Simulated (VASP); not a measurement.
# BiW17S36 (a cell with a defect) in VASP: a series of runs

Runs on BiW17S36 (a cell with a defect). Level: PBE. Tasks: single point.

Program: VASP 6.6.1. These are calculated values, not measurements. Logs are shortened: lines on timing, memory, paths and dates and some standing lists are left out, and cuts for length are marked.

### Step 1. The cell of the first run

The cell holds a defect, 54 atoms: a = 9.381 Å, b = 9.381 Å, c = 12.165 Å, α = 90.00°, β = 90.00°, γ = 120.00°.

### Step 2. Single point, PBE, collinear spin

Contents of INCAR:

```
  PREC = Accurate
  ENCUT = 400
  EDIFF = 1E-6
  ISMEAR = -1
  SIGMA = 0.01
  LREAL = Auto
  LASPH = T
  NELM = 200
  ALGO = Normal
  ISIF = 2
  LWAVE = F
  LCHARG = T
  ISPIN = 2
  MAGMOM = 0.02 0.1 0.01 0.12 0.01 0.07 0.01 0.01 0 0.01 0.12 0.02 0.08 0.01 0.01 0.02 0.1 0.01 0 0.01 0 0 0 0 0 0 0 0 0 0.07 0 0.07 0 0.09 0 0.09 0 0 0 0 0 0.02 0 0.02 0 0.07 0 0.07 0 0.01 0 0.01 0 0.03
  LORBIT = 11
  NUPDOWN = 2.0
  LMAXMIX = 4
  GGA = PE
  LELF = T
  LVHAR = T
  NELECT = 470.0
  NBANDS = 272
  GGA_COMPAT = F
```

Contents of KPOINTS:

```
regular mesh
0
Gamma
  1 1 1
```

Contents of POSCAR:

```
BiW17S36
1.0
    9.3812494643     -0.0000000850      0.0000000000
   -4.6906246585      8.1244003979      0.0000000000
    0.0000000000      0.0000000000     12.1647637133
W S Bi
17 36 1
Direct
    0.1107084261      0.2216351654      0.2504456301
    0.2148741683      0.1032712079      0.7503430337
    0.1112016638      0.5548897668      0.2504010571
    0.2139169369      0.4464117246      0.7504097701
    0.1110837782      0.8883785509      0.2504326505
    0.2217524903      0.7770573733      0.7503255088
    0.4444143447      0.2215363604      0.2504336937
    0.5519833286      0.1030807118      0.7503269850
    0.4445614468      0.5548965150      0.2504202700
    0.4445757239      0.8882546026      0.2504362123
    0.5526281860      0.7849822484      0.7502551894
    0.7779218857      0.2215486027      0.2504245657
    0.8873182741      0.1117165695      0.7503286414
    0.7779154930      0.5550464875      0.2504490722
    0.8959256434      0.4470782992      0.7503233312
    0.7778198132      0.8887421218      0.2504170261
    0.8955001887      0.7839449658      0.7503177242
    0.1099940338      0.2220632261      0.6204647871
    0.2213964513      0.1111413872      0.1199786004
    0.1098590790      0.2218649589      0.8803241350
    0.2214415012      0.1110680052      0.3809674642
    0.1116310000      0.5570470753      0.6168483861
    0.2217938682      0.4442337710      0.1196519302
    0.1113309671      0.5569088569      0.8838348541
    0.2218510742      0.4442295259      0.3811183642
    0.1116873410      0.8871567139      0.6186227229
    0.2219148751      0.7777072927      0.1196441401
    0.1116927512      0.8871623270      0.8820305490
    0.2217774102      0.7775373398      0.3811907581
    0.4268850677      0.1937499010      0.6117479972
    0.5553165184      0.1108747545      0.1198138042
    0.4267064923      0.1933386425      0.8889645730
    0.5552975677      0.1109280802      0.3811000261
    0.4309044152      0.5682806087      0.6126411931
    0.5552316011      0.4442766428      0.1194853498
    0.4306703395      0.5682135951      0.8881059960
    0.5551801455      0.4442526993      0.3813898612
    0.4420658237      0.8876033145      0.6168834627
    0.5552363951      0.7776123000      0.1197152068
    0.4419342861      0.8872906160      0.8837284814
    0.5552019051      0.7776479101      0.3811859378
    0.7760252900      0.2230287625      0.6203175832
    0.8884239803      0.1110409848      0.1193660318
    0.7760132331      0.2230204159      0.8803311840
    0.8883823671      0.1110090493      0.3814928341
    0.8051513108      0.5720351538      0.6118056098
    0.8884995642      0.4442070495      0.1197543134
    0.8050147640      0.5719841964      0.8889232731
    0.8886274223      0.4441718049      0.3810425069
    0.7771536689      0.8891345785      0.6203245536
    0.8883935269      0.7780023716      0.1199038257
    0.7769885966      0.8889960670      0.8801921494
    0.8883222007      0.7780698350      0.3809089801
    0.5571904090      0.4415474894      0.7504337806
```

Potentials or basis: VASP PAW PBE potentials, release 64 (W_sv, S, Bi_d).

Started as:

```sh
> cat potpaw_PBE.64/W_sv/POTCAR potpaw_PBE.64/S/POTCAR potpaw_PBE.64/Bi_d/POTCAR > POTCAR
> mpirun -np 1 vasp_gam > vasp.out
```

OUTCAR:

```text
PREC = Accurate
   ENCUT = 400
   EDIFF = 1E-6
   ISMEAR = -1
   LREAL = Auto
   LASPH = T
   NELM = 200
   ISIF = 2
   ISPIN = 2
   LORBIT = 11
   NUPDOWN = 2.0
   GGA = PE
   NELECT = 470.0

 ion  position               nearest neighbor table
   1  0.111  0.222  0.250-  19 2.40  21 2.40  25 2.41  23 2.41  45 2.41  43 2.41  12 3.12  16 3.12
                             3 3.12   5 3.13   9 3.13   7 3.13
   2  0.215  0.103  0.750-  28 2.38  26 2.38  18 2.41  20 2.41  32 2.41  30 2.41  17 3.00   6 3.09
                            13 3.11   8 3.16  54 3.19   4 3.22
   3  0.111  0.555  0.250-  23 2.40  25 2.40  49 2.41  47 2.41  29 2.41  27 2.41   1 3.12  12 3.13
                             9 3.13  14 3.13  10 3.13   5 3.13
   4  0.214  0.446  0.750-  24 2.37  22 2.37  18 2.41  20 2.41  36 2.43  34 2.44  15 2.99   6 3.07
                            13 3.10  11 3.18   2 3.22  54 3.24
   5  0.111  0.888  0.250-  29 2.40  27 2.40  19 2.41  51 2.41  53 2.41  21 2.41   7 3.13  14 3.13
                             1 3.13  16 3.13   3 3.13  10 3.13
   6  0.222  0.777  0.750-  26 2.40  28 2.40  22 2.41  40 2.42  24 2.42  38 2.42   4 3.07  11 3.07
                            15 3.08   8 3.08   2 3.09  17 3.09
   7  0.444  0.222  0.250-  33 2.40  31 2.40  19 2.41  21 2.41  37 2.41  35 2.41   5 3.13   9 3.13
                            10 3.13  12 3.13  14 3.13   1 3.13
   8  0.552  0.103  0.750-  38 2.39  40 2.39  44 2.41  42 2.41  32 2.44  30 2.44  11 2.99   6 3.08
                            13 3.11  54 3.15   2 3.16  15 3.23
   9  0.445  0.555  0.250-  35 2.40  37 2.40  25 2.41  39 2.41  41 2.41  23 2.41  14 3.13   7 3.13
[... 51 lines left out ...]
  52  0.777  0.889  0.880-  13 2.40  17 2.41  11 2.41
  53  0.888  0.778  0.381-  16 2.40   5 2.41  14 2.41
  54  0.557  0.442  0.750-  48 2.63  30 2.63  46 2.63  32 2.63  34 2.65  36 2.65   8 3.15  15 3.15
                             2 3.19  17 3.19   4 3.24  11 3.24

  LATTYP: Found a hexagonal cell.
 ALAT       =     9.3812494643
 C/A-ratio  =     1.2967103966

  Lattice vectors:

 A1 = (   9.3812494643,  -0.0000000850,   0.0000000000)
 A2 = (  -4.6906246585,   8.1244003979,   0.0000000000)
 A3 = (   0.0000000000,   0.0000000000,  12.1647637133)

Analysis of symmetry for initial positions (statically):
=====================================================================
 Subroutine PRICEL returns:
 Original cell was already a primitive cell.

 Routine SETGRP: Setting up the symmetry group for a
 hexagonal supercell.

 Subroutine GETGRP returns: Found  1 space group operations
 (whereof  1 operations were pure point group operations)
 out of a pool of 24 trial point group operations.

The static configuration has the point symmetry C_1 .

Analysis of symmetry for dynamics (positions and initial velocities):
=====================================================================
 Subroutine PRICEL returns:
 Original cell was already a primitive cell.

 Routine SETGRP: Setting up the symmetry group for a
 hexagonal supercell.

 Subroutine GETGRP returns: Found  1 space group operations
 (whereof  1 operations were pure point group operations)
 out of a pool of 24 trial point group operations.

The dynamic configuration has the point symmetry C_1 .

Analysis of structural, dynamic, and magnetic symmetry:
=====================================================================
 Subroutine PRICEL returns:
 Original cell was already a primitive cell.

 Routine SETGRP: Setting up the symmetry group for a
 hexagonal supercell.

 Subroutine GETGRP returns: Found  1 space group operations
 (whereof  1 operations were pure point group operations)
 out of a pool of 24 trial point group operations.

The overall configuration has the point symmetry C_1 .

 Subroutine INISYM returns: Found  1 space group operations
 (whereof  1 operations are pure point group operations),
 and found     1 'primitive' translations

----------------------------------------------------------------------------------------

                                     Primitive cell

[... 43 lines left out ...]
  ---------------------------------------------------
  free energy    TOTEN  =      -397.90319673 eV

  energy without entropy =     -397.89855402  energy(sigma->0) =     -397.90087537

 E-fermi :   8.2514     XC(G=0): -11.2051

 val. band max:        8.2239201042   @ k =   0.0000   0.0000   0.0000
 cond. band min:       8.2793655269   @ k =   0.0000   0.0000   0.0000
 fundamental gap:      0.0554454227
 Fermi energy:         8.4577857320

 spin component 1

 k-point     1 :       0.0000    0.0000    0.0000
  band No.  band energies     occupation
      1     -66.7307      1.00000
      2     -66.7174      1.00000
      3     -66.7173      1.00000
      4     -66.7165      1.00000
      5     -66.7133      1.00000
      6     -66.7108      1.00000
[... 239 lines left out ...]
    246       9.8460      0.00000
    247       9.8508      0.00000
 Fermi energy:         8.2514287515

 spin component 2

 k-point     1 :       0.0000    0.0000    0.0000
  band No.  band energies     occupation
      1     -66.7270      1.00000
      2     -66.7143      1.00000
      3     -66.7143      1.00000
      4     -66.7135      1.00000
      5     -66.7096      1.00000
      6     -66.7062      1.00000
[... 239 lines left out ...]
    246       9.8580      0.00000
    247       9.8627      0.00000
 [bands above 247 left out]

------------------------ aborting loop because EDIFF is reached ----------------------------------------

  FORCE on cell =-STRESS in cart. coord.  units (eV):
  Direction    XX          YY          ZZ          XY          YZ          ZX
  --------------------------------------------------------------------------------------
  -------------------------------------------------------------------------------------
  Total       77.3016678     77.4283536     30.3823735      0.0138116      0.1684208      0.0879631
  in kB      133.5807161    133.7996348     52.5020912      0.0238670      0.2910386      0.1520042
  external PRESSURE =     106.6274807 kB  Pullay stress =       0.0000000 kB

 VOLUME and BASIS-vectors are now :
 -----------------------------------------------------------------------------
  energy-cutoff  :      400.00
  volume of cell :      927.16
      direct lattice vectors                 reciprocal lattice vectors
     9.381249464 -0.000000085  0.000000000     0.106595610  0.061543003  0.000000000
    -4.690624658  8.124400398  0.000000000     0.000000001  0.123086007  0.000000000
     0.000000000  0.000000000 12.164763713     0.000000000  0.000000000  0.082204638

 POSITION                                       TOTAL-FORCE (eV/Angst)
 -----------------------------------------------------------------------------------
     -0.00102      1.80065      3.04661        -0.128657      0.064848      0.000726
      1.53138      0.83902      9.12775        -0.167635     -0.754854     -0.001740
     -1.55957      4.50815      3.04607        -0.129795      0.166143     -0.008983
     -0.08714      3.62683      9.12856        -0.207204      0.208510     -0.004789
     -3.12495      7.21754      3.04645        -0.120335      0.068300     -0.000105
     -1.56457      6.31313      9.12753         0.079112     -0.034536      0.000133
[... 46 lines left out ...]
      4.68394      6.32135      4.63367         0.101997     -0.055743     -0.362085
      3.15601      3.58731      9.12885         0.197862     -0.118666      0.001682
 -----------------------------------------------------------------------------------
    total drift:                               -0.004356     -0.000357     -0.011360

  FREE ENERGIE OF THE ION-ELECTRON SYSTEM (eV)
  ---------------------------------------------------
  free  energy   TOTEN  =      -397.9031967254 eV

  energy  without entropy=     -397.8985540235  energy(sigma->0) =     -397.90087537

 total charge

# of ion       s       p       d       tot
------------------------------------------
    1        2.318   6.334   3.431  12.083
    2        2.321   6.339   3.439  12.098
    3        2.317   6.334   3.427  12.078
    4        2.320   6.331   3.432  12.083
    5        2.318   6.334   3.427  12.079
    6        2.325   6.331   3.451  12.108
[... 46 lines left out ...]
   53        1.363   2.368   0.000   3.731
   54        1.633   1.172  10.091  12.896
--------------------------------------------------
tot         90.089 194.253  68.478 352.820

 magnetization (x)

# of ion       s       p       d       tot
------------------------------------------
    1        0.001   0.000   0.018   0.019
    2        0.001   0.004   0.120   0.126
    3        0.001   0.000   0.006   0.007
    4        0.002   0.008   0.144   0.154
    5        0.001  -0.000   0.005   0.006
    6        0.004   0.003   0.076   0.083
[... 46 lines left out ...]
   53        0.001   0.002   0.000   0.003
   54        0.023  -0.006   0.013   0.031
--------------------------------------------------
tot          0.070   0.504   0.826   1.400
```

Wall time 23 min (1 thread of Intel Xeon 8259CL, shared host); peak memory 0.99 GiB.

What came out:

```yaml
Free_energy: -397.9032 eV
Largest_force: 0.789 eV/Å
Net_moment: 2.00 μB per cell
Site_moments: W +0.02, +0.13, +0.01, +0.15, +0.08, +0.00, +0.10, +0.12 (each value once); S +0.01, +0.00, +0.06, +0.08 (each value once); Bi +0.03 μB
Valence_electrons_inside_the_program's_atomic_spheres: W 12.08, 12.10, 12.11, 12.09 (each value once); S 3.74, 3.73, 3.75 (each value once); Bi 12.90
```

Forces in eV/Å, atoms in the order of the input:
```
W   -0.129  0.065  0.001
W   -0.168 -0.755 -0.002
W   -0.130  0.166 -0.009
W   -0.207  0.209 -0.005
W   -0.120  0.068  0.000
W    0.079 -0.035  0.000
W   -0.151  0.124  0.001
W    0.454 -0.165  0.003
W   -0.166  0.096 -0.003
W   -0.209  0.030  0.004
W   -0.273  0.087  0.006
W   -0.182  0.104  0.001
W    0.385 -0.228  0.000
W   -0.183  0.071 -0.003
W    0.371 -0.308 -0.003
W   -0.121  0.076  0.000
W    0.583  0.531  0.002
S    0.066  0.157  0.546
S    0.098 -0.060  0.359
S    0.067  0.167 -0.555
S    0.089 -0.054 -0.371
S   -0.190  0.018  0.396
S    0.082 -0.032  0.410
S   -0.174  0.034 -0.391
S    0.074 -0.028 -0.399
S   -0.118  0.071  0.161
S    0.056 -0.040  0.470
S   -0.122  0.063 -0.159
S    0.061 -0.028 -0.470
S   -0.027 -0.006  0.009
S    0.055 -0.032  0.393
S   -0.027  0.018 -0.006
S    0.060 -0.035 -0.403
S   -0.046  0.007  0.340
S    0.083 -0.052  0.399
S   -0.032  0.019 -0.341
S    0.086 -0.050 -0.401
S   -0.118  0.132  0.394
S    0.062 -0.050  0.400
S   -0.114  0.156 -0.395
S    0.069 -0.055 -0.409
S   -0.141  0.078  0.621
S    0.080 -0.047  0.387
S   -0.143  0.076 -0.618
S    0.082 -0.045 -0.388
S   -0.020  0.013  0.015
S    0.065 -0.037  0.402
S   -0.004  0.023 -0.018
S    0.052 -0.034 -0.394
S   -0.119 -0.133  0.561
S    0.091 -0.050  0.370
S   -0.115 -0.127 -0.545
S    0.102 -0.056 -0.362
Bi   0.198 -0.119  0.002
```

Caveat: the k points lie up to 0.77 Å⁻¹ apart; the cell carries a net charge on a neutralising background, which shifts energy and pressure; the cell is charged against a uniform background, so pressure and absolute levels hang on convention; spin-orbit coupling is left out, which moves the levels of the heavy elements; the total moment is fixed, so each spin has its own Fermi level.

### Step 3. Single point, PBE, collinear spin

Contents of INCAR:

```
SYSTEM = BiW17S36
PREC = Accurate ; ENCUT = 400
EDIFF = 1E-6 ; ISMEAR = -1
SIGMA = 0.01 ; LREAL = Auto
LASPH = .TRUE. ; NELM = 200
ALGO = Normal ; ISIF = 2
LWAVE = .FALSE. ; LCHARG = .FALSE.
ISPIN = 2 ; MAGMOM = 0 0.1 0 0.1 0 0.1 0 0.11 0 0 0.1 0 0.1 0 0.11 0 0.1 0.02 0 0.02 0 0 0 0 0 0 0 0 0 0.05 0 0.05 0 0.05 0 0.05 0 0 0 0 0 0.02 0 0.02 0 0.05 0 0.05 0 0.02 0 0.02 0 0.02
LORBIT = 11 ; NUPDOWN = 2.0
LMAXMIX = 4 ; GGA = PE
NBANDS = 272 ; NELECT = 468.0
GGA_COMPAT = .FALSE.
```

Contents of KPOINTS:

```
regular mesh
0
G
  1 1 1
  0 0 0
```

Contents of POSCAR:

```
BiW17S36
1.0
    9.3812494643     -0.0000000850      0.0000000000
   -4.6906246585      8.1244003979      0.0000000000
    0.0000000000      0.0000000000     12.1647637133
W S Bi
17 36 1
Direct
    0.1099129479      0.2210568744      0.2498338468
    0.2099476784      0.0988357699      0.7502175661
    0.1103399901      0.5543518913      0.2499305325
    0.2123469204      0.4468472829      0.7503644975
    0.1102033922      0.8878006360      0.2499208785
    0.2213591694      0.7767162287      0.7503884772
    0.4435647532      0.2210623760      0.2500135833
    0.5479211201      0.0973739170      0.7504417351
    0.4436655696      0.5543635104      0.2499484240
    0.4436536951      0.8876806880      0.2499106270
    0.5512208370      0.7857125848      0.7503904013
    0.7769164155      0.2210752110      0.2498997653
    0.8866166982      0.1114498957      0.7503908711
    0.7769623090      0.5544264278      0.2498567598
    0.9006675188      0.4501569859      0.7503205218
    0.7769580774      0.8880889338      0.2500026047
    0.8992048868      0.7881534005      0.7504860441
    0.1094129045      0.2216137845      0.6201556965
    0.2206942767      0.1106748637      0.1196327685
    0.1094328920      0.2213641259      0.8805369124
    0.2205787314      0.1106724146      0.3803546473
    0.1125632662      0.5579779084      0.6153427093
    0.2207921233      0.4437767492      0.1193196256
    0.1123393143      0.5577537661      0.8853811966
    0.2208724565      0.4437265925      0.3804286380
    0.1120685731      0.8859915230      0.6155504638
    0.2209998771      0.7770912742      0.1194577366
    0.1120316292      0.8860527032      0.8851724129
    0.2209289367      0.7770124575      0.3803994635
    0.4262869081      0.1922864334      0.6148266131
    0.5541777528      0.1103295521      0.1193775783
    0.4263109368      0.1927530844      0.8854538574
    0.5543637712      0.1105197751      0.3805084244
    0.4304206980      0.5678112185      0.6154101633
    0.5541949061      0.4436915830      0.1190320176
    0.4305404332      0.5673114375      0.8849682786
    0.5543240853      0.4438082605      0.3808619567
    0.4403282373      0.8857069150      0.6153905508
    0.5542578200      0.7770910983      0.1194348321
    0.4401414870      0.8855176386      0.8854332608
    0.5542695014      0.7772861421      0.3805456699
    0.7744342302      0.2235181244      0.6212731915
    0.8872066382      0.1104941451      0.1190979673
    0.7745612280      0.2236650692      0.8795055099
    0.8874889646      0.1108038811      0.3807278846
    0.8059128024      0.5721035464      0.6149326725
    0.8874941748      0.4436693175      0.1193237867
    0.8050989436      0.5714302491      0.8855533055
    0.8876858554      0.4437547403      0.3804524889
    0.7767210008      0.8887265045      0.6202002443
    0.8873126539      0.7773660523      0.1195011008
    0.7764727160      0.8886506725      0.8806077041
    0.8873495192      0.7773457518      0.3802284874
    0.5556492312      0.4423834012      0.7497122007
```

Potentials or basis: VASP PAW PBE potentials, release 64 (W_sv, S, Bi_d).

Started as:

```sh
> cat potpaw_PBE.64/W_sv/POTCAR potpaw_PBE.64/S/POTCAR potpaw_PBE.64/Bi_d/POTCAR > POTCAR
> mpirun -np 1 vasp_gam > vasp.out
```

Wall time 8 min (1 thread of AMD EPYC 7R13 (Zen 3), shared host); peak memory 0.93 GiB.

It converged, with:

| Property | Result |
| --- | --- |
| Free energy | -414.1408 eV |
| Largest force | 0.647 eV/Å |
| Net moment | 2.00 μB per cell |
| Site moments | W +0.00, +0.12, -0.00, +0.13, +0.11 (each value once); S +0.02, +0.00, -0.00, +0.04, +0.01 (each value once); Bi +0.02 μB |
| Valence electrons inside the program's atomic spheres | W 12.05, 12.08, 12.07 (each value once); S 3.71, 3.72, 3.73 (each value once); Bi 12.88 |

Forces in eV/Å, atoms in the order of the input:
```
W   -0.148  0.131  0.014
W    0.325 -0.217  0.014
W   -0.189  0.132 -0.014
W   -0.004 -0.030 -0.004
W   -0.140  0.079  0.000
W    0.051 -0.030 -0.003
W   -0.169  0.077 -0.009
W    0.291  0.044 -0.008
W   -0.197  0.115  0.001
W   -0.204  0.096  0.013
W    0.026  0.016 -0.007
W   -0.206  0.116 -0.001
W    0.068 -0.037  0.004
W   -0.155  0.109  0.014
W    0.109 -0.275 -0.001
W   -0.188  0.064 -0.017
W    0.359 -0.174 -0.022
S   -0.003  0.120  0.618
S    0.141 -0.055  0.382
S   -0.008  0.139 -0.632
S    0.139 -0.056 -0.399
S   -0.100 -0.031  0.481
S    0.131 -0.020  0.424
S   -0.091 -0.016 -0.486
S    0.116 -0.023 -0.409
S   -0.208  0.111  0.528
S    0.065 -0.044  0.532
S   -0.196  0.120 -0.530
S    0.069 -0.034 -0.523
S    0.026  0.218  0.038
S    0.033 -0.026  0.421
S    0.033  0.227 -0.037
S    0.034 -0.048 -0.416
S    0.110 -0.070  0.095
S    0.084 -0.048  0.447
S    0.116 -0.059 -0.095
S    0.084 -0.048 -0.441
S   -0.034  0.089  0.479
S    0.079 -0.087  0.415
S   -0.025  0.099 -0.485
S    0.083 -0.104 -0.419
S   -0.103  0.066  0.574
S    0.099 -0.045  0.431
S   -0.108  0.055 -0.584
S    0.090 -0.063 -0.424
S   -0.181 -0.145  0.035
S    0.059 -0.005  0.423
S   -0.175 -0.124 -0.041
S    0.039 -0.013 -0.413
S   -0.125 -0.066  0.624
S    0.118 -0.091  0.404
S   -0.108 -0.058 -0.627
S    0.119 -0.096 -0.378
Bi  -0.030  0.019  0.011
```

Caveat: the k points lie up to 0.77 Å⁻¹ apart; the cell carries a net charge on a neutralising background, which shifts energy and pressure; the cell is charged against a uniform background, so pressure and absolute levels hang on convention; spin-orbit coupling is left out, which moves the levels of the heavy elements; the total moment is fixed, so each spin has its own Fermi level.
